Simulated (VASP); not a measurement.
# Mo in VASP: a series of runs

The runs below take Mo through single point, with PBEsol.

Program: VASP 6.6.1. These are calculated values, not measurements. Logs are shortened: lines on timing, memory, paths and dates and some standing lists are left out, and cuts for length are marked.

**1. The cell of the first run**

The structure is orthorhombic, space group Fmmm (No. 69). The conventional cell has a = 3.210 Å, b = 4.292 Å, c = 4.540 Å, α = 90.00°, β = 90.00°, γ = 90.00°. Mo (site symmetry mmm) has 14 Mo at 2.68 to 3.21 Å within 3.5 Å.

**2. Single point, PBEsol**

INCAR reads:

```
ALGO = Fast ; EDIFF = 1E-7
ENCUT = 520 ; GGA = PS
ISIF = 2 ; ISMEAR = 0
ISYM = 0 ; LASPH = True
LCHARG = True ; LELF = True
LREAL = False ; LVHAR = True
LWAVE = False ; NBANDS = 13
NELM = 100 ; PREC = Accurate
SIGMA = 0.1
```

KPOINTS reads:

```
k-points
0
Gamma
  13 13 16
```

POSCAR reads:

```
Mo
1.0
    2.7801425583      0.0000000000      0.0000000000
   -0.9267141861      2.6211435409      0.0000000000
    0.9267141861      1.3105717704      2.1459876296
Mo
1
Direct
    0.0000000000      0.0000000000      0.0000000000
```

Potentials or basis: VASP PAW PBE potentials, release 64 (Mo_sv).

Started as:

```console
$ cat potpaw_PBE.64/Mo_sv/POTCAR > POTCAR
$ mpirun -np 1 vasp_std > vasp.out
```

OUTCAR:

```text
EDIFF = 1E-7
   ENCUT = 520
   GGA = PS
   ISIF = 2
   ISMEAR = 0
   ISYM = 0
   LASPH = True
   LREAL = False
   NELM = 100
   PREC = Accurate

 ion  position               nearest neighbor table
   1  0.000  0.000  0.000-

IMPORTANT INFORMATION: All symmetrisations will be switched off!
NOSYMM: (Re-)initialisation of all symmetry stuff for point group C_1.

----------------------------------------------------------------------------------------

                                     Primitive cell

  volume of cell :      15.6381

  direct lattice vectors                    reciprocal lattice vectors
     2.780142558  0.000000000  0.000000000     0.359693785  0.127170957 -0.232992955
    -0.926714186  2.621143541  0.000000000     0.000000000  0.381512872 -0.232992955
     0.926714186  1.310571770  2.145987630     0.000000000  0.000000000  0.465985911

  length of vectors
     2.780142558  2.780142558  2.679862022     0.447032201  0.447032201  0.465985911

  position of ions in fractional coordinates (direct lattice)
     0.000000000  0.000000000  0.000000000

  ion indices of the primitive-cell ions
   primitive index   ion index
                 1           1

----------------------------------------------------------------------------------------

 KPOINTS: k-points

Automatic generation of k-mesh.
 Grid dimensions read from file:
 generate k-points for:   13   13   16

 Generating k-lattice:

  Cartesian coordinates                     Fractional coordinates (reciprocal lattice)
     0.027668753  0.009782381 -0.017922535     0.076923077  0.000000000  0.000000000
     0.000000000  0.029347144 -0.017922535     0.000000000  0.076923077  0.000000000
     0.000000000  0.000000000  0.029124119     0.000000000  0.000000000  0.062500000

  Length of vectors
     0.034387092  0.034387092  0.029124119

  Shift w.r.t. Gamma in fractional coordinates (k-lattice)
     0.000000000  0.000000000  0.000000000

 -----------------------------------------------------------------------------
|                                                                             |
|           W    W    AA    RRRRR   N    N  II  N    N   GGGG   !!!           |
|           W    W   A  A   R    R  NN   N  II  NN   N  G    G  !!!           |
|           W    W  A    A  R    R  N N  N  II  N N  N  G       !!!           |
|           W WW W  AAAAAA  RRRRR   N  N N  II  N  N N  G  GGG   !            |
|           WW  WW  A    A  R   R   N   NN  II  N   NN  G    G                |
|           W    W  A    A  R    R  N    N  II  N    N   GGGG   !!!           |
|                                                                             |
|     Your reciprocal lattice and k-lattice belong to different lattice       |
|     classes:                                                                |
|                                                                             |
|        The reciprocal lattice is body-centered orthorhombic,                |
|        whereas your k-lattice is base-centered monoclinic.                  |
|                                                                             |
|     Results are often still useful ...                                      |
|                                                                             |
 -----------------------------------------------------------------------------

 WARNING: IBZKPT: internal override: KBLOWUP is changed to .FALSE.
      ... skipping the blow-up phase ...

 Subroutine IBZKPT returns following result:
 ===========================================

 Found   1353 irreducible k-points:

 Following reciprocal coordinates:
            Coordinates               Weight
  0.000000  0.000000  0.000000      1.000000
  0.076923 -0.000000  0.000000      2.000000
  0.153846 -0.000000  0.000000      2.000000
  0.230769 -0.000000  0.000000      2.000000
  0.307692 -0.000000  0.000000      2.000000
  0.384615 -0.000000  0.000000      2.000000
[... 16 lines left out ...]
  0.153846  0.153846  0.000000      2.000000
  0.230769  0.153846  0.000000      2.000000
 [... further k-points ...]
   k-points           NKPTS =   1353   k-points in BZ     NKDIM =   1353   number of bands    NBANDS=     13
   number of dos      NEDOS =    301   number of ions     NIONS =      1
   total plane-waves  NPLWV =  11520
   dimension x,y,z NGX =    24 NGY =   24 NGZ =   20
   dimension x,y,z NGXF=    48 NGYF=   48 NGZF=   40
   ions per type =               1
   NGX,Y,Z   is equivalent  to a cutoff of  14.35, 14.35, 12.41 a.u.
   NGXF,Y,Z  is equivalent  to a cutoff of  28.70, 28.70, 24.81 a.u.
 SYSTEM =  unknown system
   PREC   = accura    normal or accurate (medium, high low for compatibility)
   ISTART =      0    job   : 0-new  1-cont  2-samecut
   ICHARG =      2    charge: 1-file 2-atom 10-const
   ISPIN  =      1    spin polarized calculation?
   LNONCOLLINEAR =      F non collinear calculations
   LSORBIT =      F    spin-orbit coupling
   LASPH  =      T    aspherical Exc in radial PAW
   ENCUT  =  520.0 eV  38.22 Ry    6.18 a.u.   5.17  5.17  4.98*2*pi/ulx,y,z
   NELM   =    100;   NELMIN=  2; NELMDL= -5     # of ELM steps
   EDIFF  = 0.1E-06   stopping-criterion for ELM
   LREAL  =      F    real-space projection
   EDIFFG = 0.1E-05   stopping-criterion for IOM
   NSW    =      0    number of steps for IOM
   IBRION =     -1    ionic relax: 0-MD 1-quasi-New 2-CG
   NFREE  =      0    steps in history (QN), initial steepest desc. (CG)
   ISIF   =      2    stress and relaxation
   ISYM   =      0    0-nonsym 1-usesym 2-fastsym
   POTIM  = 0.5000    time-step for ionic-motion
   TEBEG  =    0.0;   TEEND  =   0.0 temperature during run
   PSTRESS=    0.0 pullay stress
   NELECT =      14.0000    total number of electrons
   NUPDOWN=      -1.0000    fix difference up-down
   EMIN   =  10.00;   EMAX   =-10.00  energy-range for DOS
   EFERMI =   0.00;   METHOD = LEGACY
   ISMEAR =     0;   SIGMA  =   0.10  broadening in eV -4-tet -1-fermi 0-gaus
   EFERMI_NEDOS =   21; number of points for ismear=-14 and -15
   IALGO  =     68    algorithm
   IMIX   =      4    mixing-type and parameters
     AMIX     =   0.40;   BMIX     =  1.00
     AMIX_MAG =   1.60;   BMIX_MAG =  1.00
  volume/ion in A,a.u.               =      15.64       105.53
  Fermi-wavevector in a.u.,A,eV,Ry     =   1.577814  2.981636 33.871665  2.489497
  Thomas-Fermi vector in A             =   2.678439
   LORBIT       =      0    0 simple, 1 ext, 2 COOP (PROOUT), +10 PAW based schemes
   GGA     = PS    functional components
   LHFCALC =     F    Hartree Fock is set to
   AEXX    =    0.0000 exact exchange contribution
   IVDW    =     0    specifies the selected vdW correction
   LEPSILON=     F    determine dielectric tensor
   LRPA    =     F    only Hartree local field effects (RPA)
 non-spin polarized calculation
 RMM-DIIS sequential band-by-band and
 Gauss-broadening in eV      SIGMA  =   0.10
  energy-cutoff  :      520.00
  volume of cell :       15.64
 maximum number of plane-waves:       432
 NGX is ok and might be reduce to    24
   NGX = 11   NGY = 11   NGZ =  9

 number of electron      14.0000001 magnetization

 Free energy of the ion-electron system (eV)
  ---------------------------------------------------
  ext. energy  EPLUGINS =         0.00000000
  ---------------------------------------------------
  free energy    TOTEN  =       -11.75573688 eV

  energy without entropy =      -11.75290326  energy(sigma->0) =      -11.75432007

 E-fermi :  12.5137     XC(G=0): -13.5237

 val. band max:       12.5111926611   @ k =   0.3077   0.2308   0.1875
 cond. band min:      12.5167419943   @ k =  -0.4615   0.3846   0.0000
 fundamental gap:      0.0055493332
 Fermi energy:        12.5136655200

 k-point     1 :       0.0000    0.0000    0.0000
  band No.  band energies     occupation
      1     -48.7350      2.00000
      2     -22.0972      2.00000
      3     -22.0173      2.00000
      4     -21.9366      2.00000
      5       5.1780      2.00000
      6      10.5518      2.00000
      7      11.2207      2.00000
      8      11.4407      2.00000
      9      13.9143      0.00000
     10      14.4050      0.00000
     11      26.9418      0.00000
     12      26.9481      0.00000
     13      27.9897      0.00000

 k-point     2 :       0.0769   -0.0000    0.0000
  band No.  band energies     occupation
      1     -48.7200      2.00000
      2     -22.1385      2.00000
      3     -22.0636      2.00000
      4     -21.9625      2.00000
      5       5.4366      2.00000
      6      10.5793      2.00000
      7      11.1985      2.00000
      8      11.5203      2.00000
      9      13.7563      0.00000
     10      14.3442      0.00000
     11      27.1815      0.00000
     12      27.4725      0.00000
     13      28.3544      0.00000

 k-point     3 :       0.1538   -0.0000    0.0000
  band No.  band energies     occupation
      1     -48.6782      2.00000
      2     -22.3462      2.00000
      3     -22.1429      2.00000
      4     -21.9852      2.00000
      5       6.1341      2.00000
      6      10.4745      2.00000
      7      10.9542      2.00000
      8      12.1086      2.00000
      9      13.4771      0.00000
     10      14.2854      0.00000
     11      27.5970      0.00000
     12      28.6441      0.00000
     13      29.3005      0.00000
[... 305 lines left out ...]
 k-point    23 :       0.1538    0.1538    0.0000
  band No.  band energies     occupation
      1     -48.5831      2.00000
      2     -22.8411      2.00000
      3     -22.2797      2.00000
      4     -22.0150      2.00000
      5       7.5480      2.00000
      6      10.0770      2.00000
      7      10.2229      2.00000
      8      13.3399      0.00000
      9      14.2181      0.00000
     10      14.3976      0.00000
     11      27.6850      0.00000
     12      28.3210      0.00000
     13      30.1703      0.00000

 k-point    24 :       0.2308    0.1538    0.0000
  band No.  band energies     occupation
      1     -48.5268      2.00000
      2     -23.0999      2.00000
      3     -22.3891      2.00000
      4     -22.0327      2.00000
      5       8.0756      2.00000
      6       9.6140      2.00000
      7      10.4231      2.00000
      8      13.6021      0.00000
      9      14.5012      0.00000
     10      15.9464      0.00000
     11      26.2316      0.00000
     12      27.6519      0.00000
     13      31.2258      0.00000

 [... further k-points ...]

------------------------ aborting loop because EDIFF is reached ----------------------------------------

  FORCE on cell =-STRESS in cart. coord.  units (eV):
  Direction    XX          YY          ZZ          XY          YZ          ZX
  --------------------------------------------------------------------------------------
  -------------------------------------------------------------------------------------
  Total       -0.8094645     -0.8989743      0.3873915     -0.1265858      0.0166463      0.0117709
  in kB      -82.9322184    -92.1027830     39.6894941    -12.9691209      1.7054628      1.2059700
  external PRESSURE =     -45.1151691 kB  Pullay stress =       0.0000000 kB

 VOLUME and BASIS-vectors are now :
 -----------------------------------------------------------------------------
  energy-cutoff  :      520.00
  volume of cell :       15.64
      direct lattice vectors                 reciprocal lattice vectors
     2.780142558  0.000000000  0.000000000     0.359693785  0.127170957 -0.232992955
    -0.926714186  2.621143541  0.000000000     0.000000000  0.381512872 -0.232992955
     0.926714186  1.310571770  2.145987630     0.000000000  0.000000000  0.465985911

 POSITION                                       TOTAL-FORCE (eV/Angst)
 -----------------------------------------------------------------------------------
      0.00000      0.00000      0.00000        -0.000000     -0.000000      0.000000
 -----------------------------------------------------------------------------------
    total drift:                               -0.000000     -0.000000      0.000000

  FREE ENERGIE OF THE ION-ELECTRON SYSTEM (eV)
  ---------------------------------------------------
  free  energy   TOTEN  =       -11.7557368844 eV

  energy  without entropy=      -11.7529032590  energy(sigma->0) =      -11.75432007
```

Wall time 2.8 min (1 thread of Intel Xeon Platinum 8488C (Sapphire Rapids), shared host); peak memory 0.36 GiB.

Results:

- Free energy: -11.7557 eV
- Pressure: -4.5 GPa
- Band gap on the k mesh: zero (band 7 reaches 15.74 eV, above the bottom of band 8 at 11.28 eV)

Caveat: the PAW data sets were made with another functional, which shifts forces and pressure a little.

**3. Single point, PBEsol**

This run uses another cell than the first one, of 15.76 Å³/atom, 1.008 times its volume.

INCAR reads:

```
SYSTEM = Mo
ALGO = Fast
EDIFF = 1E-6
ENCUT = 520
GGA = PS
ISIF = 2
ISMEAR = 0
ISYM = 0
LASPH = .TRUE.
LCHARG = .FALSE.
LREAL = .FALSE.
LWAVE = .FALSE.
NBANDS = 13
NELM = 100
PREC = Accurate
SIGMA = 0.1
```

KPOINTS reads:

```
k-points
0
G
  13 13 16
  0 0 0
```

POSCAR reads:

```
Mo
1.0
    2.7801423635     -0.0000002755      0.0010408533
   -0.9267143809      2.6211432653      0.0010408533
    0.9275174243      1.3117077207      2.1643078683
Mo
1
Direct
    0.0000000000      0.0000000000      0.0000000000
```

Potentials or basis: VASP PAW PBE potentials, release 64 (Mo_sv).

Started as:

```console
$ cat potpaw_PBE.64/Mo_sv/POTCAR > POTCAR
$ mpirun -np 1 vasp_std > vasp.out
```

Wall time 2.3 min (1 thread of Intel Xeon Platinum 8488C (Sapphire Rapids), shared host); peak memory 0.35 GiB.

The run converged. Its results:

```
Free energy            : -11.7575 eV
Pressure               : -6.7 GPa
Band gap on the k mesh : zero (band 7 reaches 15.63 eV, above the bottom of band 8 at 11.15 eV)
```

Stress tensor (GPa, compression positive):
```
 -9.83  -1.17   0.01
 -1.17 -10.66   0.01
  0.01   0.01   0.49
```

Levels at points of the mesh, in eV from the Fermi level:
| k point | band 5 | band 6 | band 7 | band 8 | band 9 | band 10 |
| --- | --- | --- | --- | --- | --- | --- |
| (0.00, 0.00, 0.00) | -7.31 | -1.86 | -1.29 | -1.11 | 1.41 | 1.82 |
| (0.00, 0.00, 0.50) | -5.42 | -3.51 | 1.62 | 2.03 | 2.06 | 4.99 |

Caveat: the PAW data sets were made with another functional, which shifts forces and pressure a little.
